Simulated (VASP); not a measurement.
A run of VASP 6.6.1:

Contents of INCAR:

```
PREC = Accurate ; ENCUT = 520
EDIFF = 1E-6 ; ISMEAR = -1
SIGMA = 0.08 ; LREAL = F
LASPH = T ; NELM = 60
ALGO = Normal ; ISIF = 2
LWAVE = F ; LCHARG = F
GGA = PS ; NBANDS = 11
```

The input KPOINTS:

```
regular mesh
0
Gamma
  11 11 11
```

POSCAR

```
Ca
1.0
    3.4620931471      0.0000000000      0.0000000000
    0.0000000000      3.4620931471      0.0000000000
    0.0000000000      0.0000000000      3.4620931471
Ca
1
Direct
    0.0000000000      0.0000000000      0.0000000000
```

Potentials or basis: VASP PAW PBE potentials, release 64 (Ca_sv).

The run is started by

```bash
$ cat potpaw_PBE.64/Ca_sv/POTCAR > POTCAR
$ mpirun -np 1 vasp_std > vasp.out
```

Hardware: 1 thread of AMD EPYC 7R13 Processor (Zen 3), on a shared host.

Estimate the wall time of this run.

Run time: 14 s on 1 thread of AMD EPYC 7R13 Processor (Zen 3), with other jobs on the host, peak memory 0.14 GiB. Counts: scf iterations 10, k points 56.
